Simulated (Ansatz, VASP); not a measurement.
# Ni in VASP and in Ansatz

```xyz
2
Lattice="2.4632 0.0000 0.0000 -1.2316 2.1332 0.0000 0.0000 0.0000 4.0359" Properties=species:S:1:pos:R:3 pbc="T T T"
Ni    0.0000    1.4221    1.0090
Ni    1.2316    0.7111    3.0270
```

Alike in both runs: functional BLYP; dispersion D3(BJ); k mesh 15 × 15 × 8; occupations fermi-dirac, width 0.15 eV; collinear spin.

Ansatz relaxed the structure, and its values are those at the end. VASP's run is a single point on that final structure, the one shown.

```csv
,VASP,Ansatz
version,VASP 6.6.1,Ansatz 0.2.0
potentials or method,"VASP PAW PBE potentials, release 64 (Ni)","plane waves, PAW"
plane-wave cutoff (eV),520,420
valence electrons in the cell,20,36
```

|  | VASP | Ansatz | Ansatz less VASP |
| --- | --- | --- | --- |
| pressure (GPa) | 0.0 | 0.0 | 0.00 |
| net moment per atom (μB) | 0.55 | 0.57 | +0.016 |
| size of the moment on the site where the two differ most (μB) | 0.55 | 0.59 | +0.040 |

VASP's potentials were made for PBE, not for BLYP. Site moments also hang on the region over which each program counts them. VASP's potentials hold 20 valence electrons a cell and Ansatz's 36, so a difference there can come from the potentials and not from the codes. Ansatz's warnings: stress scf threshold loose.
